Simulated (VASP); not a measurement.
# Mg (P6_3/mmc) in VASP: notebook

Mg is run at these levels: r2SCAN; tasks: relaxation of shape and atoms at fixed volume.

All numbers are computed with VASP 6.6.1; they aren't measurements. Logs are shortened: lines on timing, memory, paths and dates and some standing lists are left out, and cuts for length are marked.

### 1 The cell of the first run

It takes space group P6_3/mmc (No. 194, hexagonal). Conventional cell: a = 3.189 Å, b = 3.189 Å, c = 5.127 Å, α = 90.00°, β = 90.00°, γ = 120.00°. Mg (site symmetry -6m2) has 12 Mg at 3.16 to 3.19 Å within 4.2 Å.

### 2 Relaxation of shape and atoms at fixed volume, r2SCAN (22.58 Å³/atom)

POSCAR reads:

```
Mg
1.0
    3.1893931543      0.0000000000      0.0000000000
   -1.5946965772      2.7620954943      0.0000000000
    0.0000000000      0.0000000000      5.1265524683
Mg
2
Direct
    0.3333333333      0.6666666667      0.7500000000
    0.6666666667      0.3333333333      0.2500000000
```

INCAR.step1 reads:

```
SYSTEM = Mg
  PREC = Accurate
  ENCUT = 600
  ISMEAR = 0
  SIGMA = 0.05
  LREAL = .False.
  LASPH = .True.
  NELM = 100
  GGA = PE
  ALGO = Normal
  EDIFF = 1E-4
  LWAVE = .True.
  LCHARG = .False.
```

INCAR.step2 reads:

```
SYSTEM = Mg
  PREC = Accurate
  ENCUT = 600
  EDIFF = 1E-6
  ISMEAR = 0
  SIGMA = 0.05
  LREAL = .False.
  LASPH = .True.
  NELM = 100
  ALGO = Normal
  ISIF = 4
  LWAVE = .False.
  LCHARG = .False.
  METAGGA = R2SCAN
  LMIXTAU = .True.
  IBRION = 2
  NSW = 60
  EDIFFG = -0.01
  ISTART = 1
```

KPOINTS reads:

```
Automatic mesh
0
Gamma
  16 16 8
  0 0 0
```

Potentials or basis: VASP PAW PBE potentials, release 64 (Mg).

Command:

```bash
cat potpaw_PBE.64/Mg/POTCAR > POTCAR
cp INCAR.step1 INCAR
mpirun -np 1 vasp_std > vasp.out
cp INCAR.step2 INCAR
mpirun -np 1 vasp_std > vasp.out
```

OUTCAR:

```text
SYSTEM = Mg
   PREC = Accurate
   ENCUT = 600
   EDIFF = 1E-6
   ISMEAR = 0
   LREAL = .False.
   LASPH = .True.
   NELM = 100
   ISIF = 4
   METAGGA = R2SCAN
   IBRION = 2
   NSW = 60
   EDIFFG = -0.01
   ISTART = 1

 ion  position               nearest neighbor table
   1  0.333  0.667  0.750-   2 3.16   2 3.16   2 3.16   2 3.16   2 3.16   2 3.16
   2  0.667  0.333  0.250-   1 3.16   1 3.16   1 3.16   1 3.16   1 3.16   1 3.16

  LATTYP: Found a hexagonal cell.
 ALAT       =     3.1893931543
 C/A-ratio  =     1.6073755164

  Lattice vectors:

 A1 = (   3.1893931543,   0.0000000000,   0.0000000000)
 A2 = (  -1.5946965772,   2.7620954943,   0.0000000000)
 A3 = (   0.0000000000,   0.0000000000,   5.1265524683)

Analysis of symmetry for initial positions (statically):
=====================================================================
 Subroutine PRICEL returns:
 Original cell was already a primitive cell.

 Routine SETGRP: Setting up the symmetry group for a
 hexagonal supercell.

 Subroutine GETGRP returns: Found 24 space group operations
 (whereof 12 operations were pure point group operations)
 out of a pool of 24 trial point group operations.

The static configuration has the point symmetry D_3d.
 The point group associated with its full space group is D_6h.

Analysis of symmetry for dynamics (positions and initial velocities):
=====================================================================
 Subroutine PRICEL returns:
 Original cell was already a primitive cell.

 Routine SETGRP: Setting up the symmetry group for a
 hexagonal supercell.

 Subroutine GETGRP returns: Found 24 space group operations
 (whereof 12 operations were pure point group operations)
 out of a pool of 24 trial point group operations.

The dynamic configuration has the point symmetry D_3d.
 The point group associated with its full space group is D_6h.

 Subroutine INISYM returns: Found 24 space group operations
 (whereof 12 operations are pure point group operations),
 and found     1 'primitive' translations

----------------------------------------------------------------------------------------

                                     Primitive cell

  volume of cell :      45.1619

  direct lattice vectors                    reciprocal lattice vectors
     3.189393154  0.000000000  0.000000000     0.313539270  0.181021982  0.000000000
    -1.594696577  2.762095494  0.000000000     0.000000000  0.362043963  0.000000000
     0.000000000  0.000000000  5.126552468     0.000000000  0.000000000  0.195062863

  length of vectors
     3.189393154  3.189393154  5.126552468     0.362043963  0.362043963  0.195062863

  position of ions in fractional coordinates (direct lattice)
     0.333333333  0.666666667  0.750000000
     0.666666667  0.333333333  0.250000000

  ion indices of the primitive-cell ions
   primitive index   ion index
                 1           1
                 2           2

----------------------------------------------------------------------------------------

 KPOINTS: Automatic mesh

Automatic generation of k-mesh.
 Grid dimensions read from file:
 generate k-points for:   16   16    8

 Generating k-lattice:

  Cartesian coordinates                     Fractional coordinates (reciprocal lattice)
     0.019596204  0.011313874  0.000000000     0.062500000 -0.000000000  0.000000000
     0.000000000  0.022627748  0.000000000     0.000000000  0.062500000  0.000000000
     0.000000000  0.000000000  0.024382858     0.000000000  0.000000000  0.125000000

  Length of vectors
     0.022627748  0.022627748  0.024382858

  Shift w.r.t. Gamma in fractional coordinates (k-lattice)
     0.000000000  0.000000000  0.000000000

 Subroutine IBZKPT returns following result:
 ===========================================

 Found    150 irreducible k-points:

 Following reciprocal coordinates:
            Coordinates               Weight
  0.000000  0.000000  0.000000      1.000000
  0.062500  0.000000  0.000000      6.000000
  0.125000  0.000000  0.000000      6.000000
  0.187500  0.000000  0.000000      6.000000
  0.250000  0.000000  0.000000      6.000000
  0.312500  0.000000  0.000000      6.000000
[... 16 lines left out ...]
  0.187500  0.187500  0.000000      6.000000
  0.250000  0.187500  0.000000     12.000000
 [... further k-points ...]
   k-points           NKPTS =    150   k-points in BZ     NKDIM =    150   number of bands    NBANDS=      6
   number of dos      NEDOS =    301   number of ions     NIONS =      2
   total plane-waves  NPLWV =  32928
   dimension x,y,z NGX =    28 NGY =   28 NGZ =   42
   dimension x,y,z NGXF=    56 NGYF=   56 NGZF=   84
   ions per type =               2
   NGX,Y,Z   is equivalent  to a cutoff of  14.59, 14.59, 13.62 a.u.
   NGXF,Y,Z  is equivalent  to a cutoff of  29.19, 29.19, 27.24 a.u.
 SYSTEM =  Mg
   PREC   = accura    normal or accurate (medium, high low for compatibility)
   ISTART =      1    job   : 0-new  1-cont  2-samecut
   ICHARG =      0    charge: 1-file 2-atom 10-const
   ISPIN  =      1    spin polarized calculation?
   LNONCOLLINEAR =      F non collinear calculations
   LSORBIT =      F    spin-orbit coupling
   LASPH  =      T    aspherical Exc in radial PAW
   ENCUT  =  600.0 eV  44.10 Ry    6.64 a.u.   6.37  6.37 10.24*2*pi/ulx,y,z
   NELM   =    100;   NELMIN=  2; NELMDL=  0     # of ELM steps
   EDIFF  = 0.1E-05   stopping-criterion for ELM
   LREAL  =      F    real-space projection
   EDIFFG = -.1E-01   stopping-criterion for IOM
   NSW    =     60    number of steps for IOM
   IBRION =      2    ionic relax: 0-MD 1-quasi-New 2-CG
   NFREE  =      1    steps in history (QN), initial steepest desc. (CG)
   ISIF   =      4    stress and relaxation
   ISYM   =      2    0-nonsym 1-usesym 2-fastsym
   POTIM  = 0.5000    time-step for ionic-motion
   TEBEG  =    0.0;   TEEND  =   0.0 temperature during run
   PSTRESS=    0.0 pullay stress
   NELECT =       4.0000    total number of electrons
   NUPDOWN=      -1.0000    fix difference up-down
   EMIN   =  10.00;   EMAX   =-10.00  energy-range for DOS
   EFERMI =   0.00;   METHOD = LEGACY
   ISMEAR =     0;   SIGMA  =   0.05  broadening in eV -4-tet -1-fermi 0-gaus
   EFERMI_NEDOS =   21; number of points for ismear=-14 and -15
   IALGO  =     38    algorithm
   IMIX   =      4    mixing-type and parameters
     AMIX     =   0.40;   BMIX     =  1.00
     AMIX_MAG =   1.60;   BMIX_MAG =  1.00
  volume/ion in A,a.u.               =      22.58       152.38
  Fermi-wavevector in a.u.,A,eV,Ry     =   0.729744  1.379017  7.245468  0.532527
  Thomas-Fermi vector in A             =   1.821542
   LORBIT       =      0    0 simple, 1 ext, 2 COOP (PROOUT), +10 PAW based schemes
   METAGGA = R2SCAN    functional components
   LHFCALC =     F    Hartree Fock is set to
   AEXX    =    0.0000 exact exchange contribution
   IVDW    =     0    specifies the selected vdW correction
   LEPSILON=     F    determine dielectric tensor
   LRPA    =     F    only Hartree local field effects (RPA)
 conjugate gradient relaxation of ions
 non-spin polarized calculation
 Gauss-broadening in eV      SIGMA  =   0.05
  energy-cutoff  :      600.00
  volume of cell :       45.16
 maximum number of plane-waves:      1530
 NGX is ok and might be reduce to    28
   NGX = 13   NGY = 13   NGZ = 21

 number of electron       4.0000000 magnetization

 Free energy of the ion-electron system (eV)
  ---------------------------------------------------
  ext. energy  EPLUGINS =         0.00000000
  ---------------------------------------------------
  free energy    TOTEN  =        -8.29235677 eV

  energy without entropy =       -8.29094511  energy(sigma->0) =       -8.29165094

 E-fermi :   2.7398     XC(G=0):  -9.0926

 val. band max:        2.7387373115   @ k =   0.3125   0.3125   0.2500
 cond. band min:       2.7404708960   @ k =   0.3125   0.3125   0.2500
 fundamental gap:      0.0017335846
 Fermi energy:         2.7397990861

 k-point     1 :       0.0000    0.0000    0.0000
  band No.  band energies     occupation
      1      -4.7294      2.00000
      2       0.8571      2.00000
      3       1.6350      2.00000
      4      14.4207      0.00000
      5      14.4208      0.00000
      6      14.5873      0.00000

 k-point     2 :       0.0625    0.0000    0.0000
  band No.  band energies     occupation
      1      -4.6472      2.00000
      2       0.9329      2.00000
      3       1.7131      2.00000
      4      12.6880      0.00000
      5      13.4759      0.00000
      6      14.3228      0.00000

 k-point     3 :       0.1250    0.0000    0.0000
  band No.  band energies     occupation
      1      -4.4008      2.00000
      2       1.1604      2.00000
      3       1.9453      2.00000
      4      10.6348      0.00000
      5      12.5832      0.00000
      6      13.3726      0.00000

 k-point     4 :       0.1875    0.0000    0.0000
  band No.  band energies     occupation
      1      -3.9915      2.00000
      2       1.5397      2.00000
      3       2.3239      2.00000
      4       8.6590      0.00000
      5      11.8260      0.00000
      6      12.3469      0.00000

 k-point     5 :       0.2500    0.0000    0.0000
  band No.  band energies     occupation
      1      -3.4214      2.00000
      2       2.0713      2.00000
      3       2.8255      0.01533
      4       6.8257      0.00000
      5      11.2066      0.00000
      6      11.2824      0.00000

 k-point     6 :       0.3125    0.0000    0.0000
  band No.  band energies     occupation
      1      -2.6934      2.00000
      2       2.7554      0.65845
      3       3.3300      0.00000
      4       5.2630      0.00000
      5      10.0930      0.00000
      6      10.1519      0.00000

 k-point     7 :       0.3750    0.0000    0.0000
  band No.  band energies     occupation
      1      -1.8115      2.00000
      2       2.9595      0.00000
      3       3.5922      0.00000
      4       4.8459      0.00000
      5       8.4911      0.00000
      6       8.9662      0.00000

 k-point     8 :       0.4375    0.0000    0.0000
  band No.  band energies     occupation
      1      -0.7818      2.00000
      2       1.6817      2.00000
      3       4.5798      0.00000
      4       5.5955      0.00000
      5       7.0426      0.00000
      6       7.7846      0.00000
[... 91 lines left out ...]
 k-point    19 :       0.2500    0.1250    0.0000
  band No.  band energies     occupation
      1      -2.4520      2.00000
      2       2.9836      0.00000
      3       3.5324      0.00000
      4       5.4318      0.00000
      5       7.6970      0.00000
      6      10.3047      0.00000

 k-point    20 :       0.3125    0.1250    0.0000
  band No.  band energies     occupation
      1      -1.5724      2.00000
      2       3.1826      0.00000
      3       3.8204      0.00000
      4       4.9514      0.00000
      5       7.2643      0.00000
      6       8.7145      0.00000

 k-point    21 :       0.3750    0.1250    0.0000
  band No.  band energies     occupation
      1      -0.5456      2.00000
      2       1.9107      2.00000
      3       4.8078      0.00000
      4       5.5658      0.00000
      5       6.9113      0.00000
      6       7.2704      0.00000

 k-point    22 :       0.4375    0.1250    0.0000
  band No.  band energies     occupation
      1       0.5398      2.00000
      2       0.7093      2.00000
      3       5.8114      0.00000
      4       6.0588      0.00000
      5       6.1140      0.00000
      6       6.6331      0.00000

 k-point    23 :       0.1875    0.1875    0.0000
  band No.  band energies     occupation
      1      -2.5324      2.00000
      2       2.9076      0.00000
      3       3.5328      0.00000
      4       6.0970      0.00000
      5       6.8638      0.00000
      6      11.1646      0.00000

 k-point    24 :       0.2500    0.1875    0.0000
  band No.  band energies     occupation
      1      -1.7316      2.00000
      2       3.6683      0.00000
      3       3.8050      0.00000
      4       4.9554      0.00000
      5       6.3386      0.00000
      6       9.7416      0.00000

 [... further k-points ...]
[... 5 lines left out ...]
  --------------------------------------------------------------------------------------
  -------------------------------------------------------------------------------------
  Total       -0.0789290     -0.0789290     -0.0784921      0.0000000      0.0000000      0.0000000
  in kB       -2.8001089     -2.8001089     -2.7846086      0.0000000      0.0000000      0.0000000
  external PRESSURE =      -2.7949422 kB  Pullay stress =       0.0000000 kB

 VOLUME and BASIS-vectors are now :
 -----------------------------------------------------------------------------
  energy-cutoff  :      600.00
  volume of cell :       45.16
      direct lattice vectors                 reciprocal lattice vectors
     3.189393154  0.000000000  0.000000000     0.313539270  0.181021982  0.000000000
    -1.594696577  2.762095494  0.000000000     0.000000000  0.362043963  0.000000000
     0.000000000  0.000000000  5.126552468     0.000000000  0.000000000  0.195062863

 POSITION                                       TOTAL-FORCE (eV/Angst)
 -----------------------------------------------------------------------------------
     -0.00000      1.84140      3.84491        -0.000000      0.000000      0.000000
      1.59470      0.92070      1.28164         0.000000     -0.000000      0.000000
 -----------------------------------------------------------------------------------
    total drift:                                0.000000     -0.000000      0.000000

  FREE ENERGIE OF THE ION-ELECTRON SYSTEM (eV)
  ---------------------------------------------------
  free  energy   TOTEN  =        -8.2923567716 eV

  energy  without entropy=       -8.2909451128  energy(sigma->0) =       -8.29165094

 reached required accuracy - stopping structural energy minimisation
```

Wall time 2.1 min (1 thread of Intel Xeon Platinum 8259CL at 2.50GHz (Skylake/Cascade Lake), shared host); peak memory 0.22 GiB.

Results:

```
Free energy             : -8.2924 eV
Pressure after relaxing : -0.3 GPa
Band gap on the k mesh  : zero (bands 2 and 3 overlap by 2.11 eV)
```

Final structure:
```cif
data_structure
_symmetry_space_group_name_H-M 'P 1'
_symmetry_Int_Tables_number 1
_cell_length_a 3.1894
_cell_length_b 3.1894
_cell_length_c 5.1266
_cell_angle_alpha 90.000
_cell_angle_beta 90.000
_cell_angle_gamma 120.000
_cell_volume 45.16
loop_
_atom_site_label
_atom_site_type_symbol
_atom_site_fract_x
_atom_site_fract_y
_atom_site_fract_z
_atom_site_occupancy
Mg1 Mg 0.33333 0.66667 0.75000 1
Mg2 Mg 0.66667 0.33333 0.25000 1
```

Caveat: the relaxation stopped at its first step, so nothing moved; the PAW data sets were made with another functional, which shifts forces and pressure a little.

### 3 Relaxation of shape and atoms at fixed volume, r2SCAN (22.88 Å³/atom)

This run uses another cell than the first one, of 22.88 Å³/atom.

POSCAR reads:

```
Mg
1.0
    3.2013607708      0.0000000000      0.0000000000
   -1.6006803854      2.7724597542      0.0000000000
    0.0000000000      0.0000000000      5.1549713245
Mg
2
Direct
    0.3333333333      0.6666666667      0.7500000000
    0.6666666667      0.3333333333      0.2500000000
```

INCAR.step1 reads:

```
SYSTEM = Mg
PREC = Accurate
ENCUT = 600
ISMEAR = 0
SIGMA = 0.05
LREAL = .FALSE.
LASPH = .TRUE.
NELM = 60
GGA = PE
ALGO = Normal
EDIFF = 1E-4
LWAVE = .TRUE.
LCHARG = .FALSE.
```

INCAR.step2 reads:

```
SYSTEM = Mg
PREC = Accurate
ENCUT = 600
EDIFF = 1E-7
ISMEAR = 0
SIGMA = 0.05
LREAL = .FALSE.
LASPH = .TRUE.
NELM = 60
ALGO = Normal
ISIF = 4
LWAVE = .FALSE.
LCHARG = .FALSE.
METAGGA = R2SCAN
LMIXTAU = .TRUE.
IBRION = 2
NSW = 60
EDIFFG = -0.01
ISTART = 1
```

KPOINTS reads:

```
regular mesh
0
G
  16 16 8
  0 0 0
```

Potentials or basis: VASP PAW PBE potentials, release 64 (Mg).

Command:

```bash
cat potpaw_PBE.64/Mg/POTCAR > POTCAR
cp INCAR.step1 INCAR
mpirun -np 1 vasp_std > vasp.out
cp INCAR.step2 INCAR
mpirun -np 1 vasp_std > vasp.out
```

It took 3.6 min on 1 thread of Intel Xeon Platinum 8259CL at 2.50GHz (Skylake/Cascade Lake), shared host; peak memory 0.23 GiB.

It converged, with:

| Quantity | Value |
| --- | --- |
| Free energy | -8.2904 eV |
| Energy gained by relaxing | 0.0 meV/atom |
| Ionic steps | 2 |
| Pressure after relaxing | -0.8 GPa |
| Band gap on the k mesh | zero (bands 2 and 3 overlap by 2.11 eV) |

Final structure:
```yaml
crystal:
  lattice:
    - [3.20266, 0.00000, 0.00000]
    - [-1.60133, 2.77358, 0.00000]
    - [0.00000, 0.00000, 5.15080]
  atoms:
    - { symbol: Mg, position: [0.33333, 0.66667, 0.75000] }
    - { symbol: Mg, position: [0.66667, 0.33333, 0.25000] }
```

Levels at points of the mesh, in eV from the Fermi level:
```csv
k point,band 1,band 2,band 3,band 4,band 5
"(0.00, 0.00, 0.00)",-7.41,-1.87,-1.11,11.61,11.61
"(0.50, 0.00, 0.00)",-2.41,-2.25,2.83,3.13,3.65
"(0.00, 0.00, 0.50)",-5.91,-5.91,5.55,5.55,12.38
"(0.50, 0.00, 0.50)",-1.27,-1.27,-0.41,-0.41,8.54
```

Caveat: the PAW data sets were made with another functional, which shifts forces and pressure a little.
